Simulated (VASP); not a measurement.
Set up this calculation in VASP 6.6.1, as the native input.

| Quantity | Value |
| --- | --- |
| Task | single point |
| Functional | PBE |
| Potentials or basis | VASP PAW PBE potentials, release 64 (As, S) |
| Cutoff | 520 eV |
| k mesh | 4 × 4 × 4 |
| Occupations | gaussian, width 0.1 eV |
| Spin | no spin polarisation |
| Dipole correction | no |
| Further INCAR settings | ALGO = Normal; EDIFF = 1e-06; NBANDS = 21 |

The structure of As4S lies in POSCAR:

```
As4S
1.0
    5.0656709700      0.0000000000      0.0000000000
    0.0000000000      5.0656709700      0.0000000000
    0.0000000000      0.0000000000      5.0656709700
As S
4 1
Direct
    0.2500000000      0.2500000000      0.2500000000
    0.7500000000      0.7500000000      0.2500000000
    0.2500000000      0.7500000000      0.7500000000
    0.7500000000      0.2500000000      0.7500000000
    0.0000000000      0.0000000000      0.0000000000
```

One way to write it, as run:

INCAR

```
SYSTEM = As4S
ALGO     = Normal         ! electronic algorithm
EDIFF    = 1E-6           ! SCF threshold, eV
ENCUT    = 520            ! plane-wave cutoff, eV
GGA      = PE             ! functional
ISIF     = 2              ! what is computed and relaxed
ISMEAR   = 0              ! smearing method
LASPH    = .TRUE.         ! aspherical terms in the spheres
LCHARG   = .FALSE.        ! write CHGCAR
LREAL    = .FALSE.        ! projectors in reciprocal space
LWAVE    = .FALSE.        ! write WAVECAR
NBANDS   = 21             ! bands
NELM     = 80             ! most SCF steps
PREC     = Accurate       ! precision mode
SIGMA    = 0.1            ! smearing width, eV
```

KPOINTS

```
k-points
0
G
  4 4 4
  0 0 0
```

Potentials or basis: VASP PAW PBE potentials, release 64 (As, S).

Launch:

```console
$ cat potpaw_PBE.64/As/POTCAR potpaw_PBE.64/S/POTCAR > POTCAR
$ mpirun -np 1 vasp_std > vasp.out
```

Results of the run:

```
Pressure               : -0.6 GPa
Band gap on the k mesh : zero (band 13 reaches 4.33 eV, above the bottom of band 14 at 3.21 eV)
```

Run time: 23 s on 1 thread of Intel(R) Xeon(R) Platinum 8488C (Sapphire Rapids), on a shared host, peak memory 0.24 GiB.
